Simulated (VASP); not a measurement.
# CaSe (P6_3/mmc) in VASP: further runs

CaSe is run at these levels: PBE, PBEsol; tasks: dielectric tensor, vibrations by perturbation theory.

Program: VASP 6.6.1. These are calculated values, not measurements. Logs are shortened: lines on timing, memory, paths and dates and some standing lists are left out, and cuts for length are marked.

## Step 1: The cell of the first run

Symmetry: P6_3/mmc, No. 194, hexagonal system. Conventional cell: a = 5.006 Å, b = 5.006 Å, c = 5.876 Å, α = 90.00°, β = 90.00°, γ = 120.00°. Within 3.8 Å of Ca (site symmetry -6m2) lie 5 Se at 2.89 to 2.94 Å. Se (site symmetry -6m2) has 5 Ca at 2.89 to 2.94 Å within 3.8 Å.

## Step 2: Dielectric tensor, PBE

File INCAR:

```
SYSTEM = CaSe
ALGO = Normal ; EDIFF = 1E-8
ENCUT = 520 ; GGA = PE
ISIF = 2 ; ISMEAR = 0
LASPH = .TRUE. ; LCHARG = .FALSE.
LEPSILON = .TRUE. ; LREAL = .FALSE.
LWAVE = .FALSE. ; NELM = 60
PREC = Accurate ; SIGMA = 0.01
```

File KPOINTS:

```
k-points
0
G
  6 6 4
  0 0 0
```

File POSCAR:

```
CaSe
1.0
    5.0055959641      0.0000000000      0.0000000000
   -2.5027979821      4.3349732660      0.0000000000
    0.0000000000      0.0000000000      5.8757334056
Ca Se
2 2
Direct
    0.3333333333      0.6666666667     -0.0624992789
    0.6666666667      0.3333333333      0.4375007211
    0.3333333333      0.6666666667      0.4374992789
    0.6666666667      0.3333333333      0.9374992789
```

Potentials or basis: VASP PAW PBE potentials, release 64 (Ca_sv, Se).

Started as:

```console
> cat potpaw_PBE.64/Ca_sv/POTCAR potpaw_PBE.64/Se/POTCAR > POTCAR
> mpirun -np 1 vasp_std > vasp.out
```

OUTCAR:

```text
SYSTEM = CaSe
   EDIFF = 1E-8
   ENCUT = 520
   GGA = PE
   ISIF = 2
   ISMEAR = 0
   LASPH = .TRUE.
   LEPSILON = .TRUE.
   LREAL = .FALSE.
   NELM = 60
   PREC = Accurate

 ion  position               nearest neighbor table
   1  0.333  0.667  0.938-   4 2.89   4 2.89   4 2.89   3 2.94   3 2.94
   2  0.667  0.333  0.438-   3 2.89   3 2.89   3 2.89   4 2.94   4 2.94
   3  0.333  0.667  0.437-   2 2.89   2 2.89   2 2.89   1 2.94   1 2.94
   4  0.667  0.333  0.937-   1 2.89   1 2.89   1 2.89   2 2.94   2 2.94

  LATTYP: Found a hexagonal cell.
 ALAT       =     5.0055959641
 C/A-ratio  =     1.1738329357

  Lattice vectors:

 A1 = (   5.0055959641,   0.0000000000,   0.0000000000)
 A2 = (  -2.5027979821,   4.3349732660,   0.0000000000)
 A3 = (   0.0000000000,   0.0000000000,   5.8757334056)

Analysis of symmetry for initial positions (statically):
=====================================================================
 Subroutine PRICEL returns:
 Original cell was already a primitive cell.

 Routine SETGRP: Setting up the symmetry group for a
 hexagonal supercell.

 Subroutine GETGRP returns: Found 24 space group operations
 (whereof  6 operations were pure point group operations)
 out of a pool of 24 trial point group operations.

The static configuration has the point symmetry C_3v.
 The point group associated with its full space group is D_6h.

Analysis of symmetry for dynamics (positions and initial velocities):
=====================================================================
 Subroutine PRICEL returns:
 Original cell was already a primitive cell.

 Routine SETGRP: Setting up the symmetry group for a
 hexagonal supercell.

 Subroutine GETGRP returns: Found 24 space group operations
 (whereof  6 operations were pure point group operations)
 out of a pool of 24 trial point group operations.

The dynamic configuration has the point symmetry C_3v.
 The point group associated with its full space group is D_6h.

 Subroutine INISYM returns: Found 24 space group operations
 (whereof  6 operations are pure point group operations),
 and found     1 'primitive' translations

----------------------------------------------------------------------------------------

                                     Primitive cell

  volume of cell :     127.4983

  direct lattice vectors                    reciprocal lattice vectors
     5.005595964  0.000000000  0.000000000     0.199776412  0.115340965  0.000000000
    -2.502797982  4.334973266  0.000000000     0.000000000  0.230681930  0.000000000
     0.000000000  0.000000000  5.875733406     0.000000000  0.000000000  0.170191520

  length of vectors
     5.005595964  5.005595964  5.875733406     0.230681930  0.230681930  0.170191520

  position of ions in fractional coordinates (direct lattice)
     0.333333333  0.666666667  0.937500721
     0.666666667  0.333333333  0.437500721
     0.333333333  0.666666667  0.437499279
     0.666666667  0.333333333  0.937499279

  ion indices of the primitive-cell ions
   primitive index   ion index
                 1           1
                 2           2
                 3           3
                 4           4

----------------------------------------------------------------------------------------

 KPOINTS: k-points

Automatic generation of k-mesh.
 Grid dimensions read from file:
 generate k-points for:    6    6    4

 Generating k-lattice:

  Cartesian coordinates                     Fractional coordinates (reciprocal lattice)
     0.033296069  0.019223494  0.000000000     0.166666667  0.000000000  0.000000000
     0.000000000  0.038446988  0.000000000     0.000000000  0.166666667  0.000000000
     0.000000000  0.000000000  0.042547880     0.000000000  0.000000000  0.250000000
[... 80 lines left out ...]
   AEXX    =    0.0000 exact exchange contribution
   IVDW    =     0    specifies the selected vdW correction
   LEPSILON=     T    determine dielectric tensor
   LRPA    =     F    only Hartree local field effects (RPA)
 non-spin polarized calculation
 Gauss-broadening in eV      SIGMA  =   0.01
  energy-cutoff  :      520.00
  volume of cell :      127.50
 maximum number of plane-waves:      3460
 NGX is ok and might be reduce to    40
   NGX = 19   NGY = 19   NGZ = 21

--------------------------------------- Ionic step        1  -------------------------------------------

 number of electron      32.0000003 magnetization

 E-fermi :   1.2586     XC(G=0):  -8.0258

 val. band max:        1.1845671947   @ k =   0.0000   0.0000   0.0000
 cond. band min:       3.6284401768   @ k =   0.3333   0.3333   0.0000
 fundamental gap:      2.4438729821
 Fermi energy:         1.2585800652

 k-point     1 :       0.0000    0.0000    0.0000
  band No.  band energies     occupation
      1     -38.7113      2.00000
      2     -38.7030      2.00000
      3     -19.7618      2.00000
      4     -19.7618      2.00000
      5     -19.7556      2.00000
      6     -19.7330      2.00000
[... 472 lines left out ...]
     19       6.0149      0.00000
     20       6.0149      0.00000

  FORCE on cell =-STRESS in cart. coord.  units (eV):
  Direction    XX          YY          ZZ          XY          YZ          ZX
  --------------------------------------------------------------------------------------
  -------------------------------------------------------------------------------------
  Total        0.4913611      0.4913611      0.4947024     -0.0000000      0.0000000      0.0000000
  in kB        6.1745753      6.1745753      6.2165625     -0.0000000      0.0000000      0.0000000
  external PRESSURE =       6.1885710 kB  Pullay stress =       0.0000000 kB

 VOLUME and BASIS-vectors are now :
 -----------------------------------------------------------------------------
  energy-cutoff  :      520.00
  volume of cell :      127.50
      direct lattice vectors                 reciprocal lattice vectors
     5.005595964  0.000000000  0.000000000     0.199776412  0.115340965  0.000000000
    -2.502797982  4.334973266  0.000000000     0.000000000  0.230681930  0.000000000
     0.000000000  0.000000000  5.875733406     0.000000000  0.000000000  0.170191520

 POSITION                                       TOTAL-FORCE (eV/Angst)
 -----------------------------------------------------------------------------------
     -0.00000      2.88998      5.50850         0.000000      0.000000     -0.000000
      2.50280      1.44499      2.57064        -0.000000     -0.000000      0.000000
     -0.00000      2.88998      2.57063         0.000000     -0.000000     -0.000000
      2.50280      1.44499      5.50850        -0.000000      0.000000     -0.000000
 -----------------------------------------------------------------------------------
    total drift:                               -0.000000      0.000000      0.005850

  FREE ENERGIE OF THE ION-ELECTRON SYSTEM (eV)
  ---------------------------------------------------
  free  energy   TOTEN  =       -18.4998734942 eV

  energy  without entropy=      -18.4998734942  energy(sigma->0) =      -18.49987349

 HEAD OF MICROSCOPIC STATIC DIELECTRIC TENSOR (INDEPENDENT PARTICLE, excluding Hartree and local field effects)
 ------------------------------------------------------
           4.710683    -0.000000    -0.000000
          -0.000000     4.710683    -0.000000
           0.000000     0.000000     5.379124
 ------------------------------------------------------

 Free energy of the ion-electron system (eV)
  ---------------------------------------------------
  ---------------------------------------------------
  free energy    TOTEN  =        -1.26260239 eV

  energy without entropy =       -1.26260239

------------------------ aborting loop because EDIFF is reached ----------------------------------------

--------------------------------------- Ionic step        2  -------------------------------------------

------------------------ aborting loop because EDIFF is reached ----------------------------------------

--------------------------------------- Ionic step        3  -------------------------------------------

 Free energy of the ion-electron system (eV)
  ---------------------------------------------------
  ---------------------------------------------------
  free energy    TOTEN  =        -1.59227831 eV

  energy without entropy =       -1.59227831

------------------------ aborting loop because EDIFF is reached ----------------------------------------

 PIEZOELECTRIC TENSOR FIELD DIRECTION 3  (e Angst)
 -----------------------------------------------------------------------------
     0.00356  0.00000  0.00000           ( -0.00002  0.00000  0.00000)
    -0.00000  0.00356  0.00000           (  0.00000 -0.00002  0.00000)
     0.00000  0.00000 -0.01170           (  0.00000  0.00000  0.00013)

 PIEZOELECTRIC TENSOR FIELD DIRECTION 3  (C/m^2)
 -----------------------------------------------------------------------------
     0.00045  0.00000  0.00000
    -0.00000  0.00045  0.00000
     0.00000  0.00000 -0.00147

 MACROSCOPIC STATIC DIELECTRIC TENSOR (including local field effects in DFT)
 ------------------------------------------------------
           4.123451    -0.000000     0.000000
          -0.000000     4.123451    -0.000000
          -0.000000     0.000000     5.012707
 ------------------------------------------------------

 PIEZOELECTRIC TENSOR (including local field effects)  for field in x, y, z        (e  Angst)
          XX          YY          ZZ          XY          YZ          ZX
  --------------------------------------------------------------------------------
  x     0.00000    -0.00000     0.00000    -0.00000     0.00000     0.00000
  y     0.00000     0.00000     0.00000     0.00000     0.00000     0.00000
  z     0.00000    -0.00000    -0.00000     0.00000     0.00000     0.00000

 PIEZOELECTRIC TENSOR (including local field effects)  for field in x, y, z        (C/m^2)
          XX          YY          ZZ          XY          YZ          ZX
  --------------------------------------------------------------------------------
  x     0.00000    -0.00000     0.00000    -0.00000     0.00000     0.00000
  y     0.00000     0.00000     0.00000     0.00000     0.00000     0.00000
  z     0.00000    -0.00000    -0.00000     0.00000     0.00000     0.00000

 BORN EFFECTIVE CHARGES (including local field effects) (in |e|, cummulative output)
 ---------------------------------------------------------------------------------
 ion    1
    1     1.92256    -0.00000     0.00000
    2    -0.00000     1.92256     0.00000
    3     0.00000     0.00000     2.49646
 ion    2
    1     1.92256    -0.00000     0.00000
    2    -0.00000     1.92256     0.00000
    3     0.00000    -0.00000     2.49646
 ion    3
    1    -1.92256     0.00000     0.00000
    2     0.00000    -1.92256     0.00000
    3     0.00000     0.00000    -2.49646
 ion    4
    1    -1.92256     0.00000     0.00000
    2     0.00000    -1.92256     0.00000
    3    -0.00000    -0.00000    -2.49646
```

Wall time 17 min (1 thread of Intel Xeon Platinum 8124M at 3.00GHz (Skylake/Cascade Lake), shared host); peak memory 0.49 GiB.

What came out:

```yaml
Band_gap_on_the_k_mesh: 2.44 eV (least direct gap 2.57 eV)
Electronic_dielectric_tensor_diagonal: 4.12, 4.12, 5.01
Born_charges_mean_of_the_diagonal: Ca +2.11; Se -2.11 e
```

Electronic dielectric tensor:
```
4.12 0.00 0.00
0.00 4.12 0.00
0.00 0.00 5.01
```

Born effective charge tensors (e):
atom 1, Ca
```
1.92 0.00 0.00
0.00 1.92 0.00
0.00 0.00 2.50
```
atom 2, Ca
```
1.92 0.00 0.00
0.00 1.92 0.00
0.00 0.00 2.50
```
atom 3, Se
```
-1.92  0.00  0.00
 0.00 -1.92  0.00
 0.00  0.00 -2.50
```
atom 4, Se
```
-1.92  0.00  0.00
 0.00 -1.92  0.00
 0.00  0.00 -2.50
```

Caveat: the structure was generated, so it needn't be the stable form of CaSe.

(Continued in part 2 of 2.)
